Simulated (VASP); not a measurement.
A run of VASP 6.6.1 is set up as follows.

The input INCAR:

```
ALGO     = Normal         # electronic algorithm
EDIFF    = 1E-6           # SCF threshold, eV
ENCUT    = 500            # plane-wave cutoff, eV
GGA      = PE             # functional
GGA_COMPAT= F            
ISIF     = 2              # what is computed and relaxed
ISMEAR   = 0              # smearing method
LASPH    = T              # aspherical terms in the spheres
LCHARG   = T              # write CHGCAR
LELF     = T              # ELF
LREAL    = F              # projectors in reciprocal space
LVHAR    = T            
LWAVE    = F              # write WAVECAR
NBANDS   = 13             # bands
NELM     = 120            # most SCF steps
PREC     = Accurate       # precision mode
SIGMA    = 0.05           # smearing width, eV
```

Contents of KPOINTS:

```
k-points
0
Gamma
  8 8 8
```

Contents of POSCAR:

```
Mo
1.0
    0.0000000000      2.0102964036      2.0102964036
    2.0102964036      0.0000000000      2.0102964036
    2.0102964036      2.0102964036      0.0000000000
Mo
1
Direct
    0.0000000000      0.0000000000      0.0000000000
```

Potentials or basis: VASP PAW PBE potentials, release 64 (Mo_sv).

Command:

```sh
$ cat potpaw_PBE.64/Mo_sv/POTCAR > POTCAR
$ mpirun -np 1 vasp_std > vasp.out
```

(1) Estimate the pressure.

(2) What does it give for the band gap on the k mesh?

## Answers

(1) -2.4 GPa.

(2) zero (band 7 reaches 15.47 eV, above the bottom of band 8 at 10.88 eV).
